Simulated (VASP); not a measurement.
Input of a VASP 6.6.1 run:

The input INCAR:

```
SYSTEM = Ge2Sb2Te5
  PREC = Accurate
  ENCUT = 520
  EDIFF = 1E-6
  ISMEAR = 0
  SIGMA = 0.03
  LREAL = .False.
  LASPH = .True.
  NELM = 80
  ALGO = Normal
  ISIF = 2
  LWAVE = .False.
  LCHARG = .True.
  GGA = PE
  LVHAR = .True.
  NBANDS = 44
  ISYM = 0
  KPAR = 4
```

File KPOINTS:

```
regular mesh
0
Gamma
  10 10 2
  0 0 0
```

Contents of POSCAR:

```
Ge2Sb2Te5
1.0
    4.2882092451     -0.0000401747     -0.0007449862
   -2.1441394149      3.7136780556      0.0007449862
    2.1410749234     -1.2361501834     17.9026617797
Te Ge Sb
5 2 2
Direct
    0.0000000000      0.0000000000      0.0000000000
    0.6029830672      0.3970169328      0.1915856459
    0.2000667941      0.7999332059      0.4009090026
    0.7999332059      0.2000667941      0.5990909974
    0.3970169328      0.6029830672      0.8084143541
    0.3010928152      0.6989071848      0.0969546086
    0.6989071848      0.3010928152      0.9030453914
    0.8984865885      0.1015134115      0.3053705193
    0.1015134115      0.8984865885      0.6946294807
```

Potentials or basis: VASP PAW PBE potentials, release 64 (Te, Ge_d, Sb).

Command:

```bash
$ cat potpaw_PBE.64/Te/POTCAR potpaw_PBE.64/Ge_d/POTCAR potpaw_PBE.64/Sb/POTCAR > POTCAR
$ mpirun -np 4 vasp_std > vasp.out
```

Task: Estimate the largest force.

Result: 0.019 eV/Å.

Task: Predict the pressure.

Result: -0.2 GPa.

Forces on the atoms (eV/Å):
```
Te   0.000  0.000  0.000
Te   0.000  0.000  0.010
Te   0.000  0.000  0.012
Te   0.000  0.000 -0.012
Te   0.000  0.000 -0.010
Ge   0.000  0.000  0.003
Ge   0.000  0.000 -0.003
Sb   0.000  0.000 -0.019
Sb   0.000  0.000  0.019
```

Caveat: this functional lacks dispersion, which binds layers or chains, so the pressure and a relaxed spacing across them are unreliable.
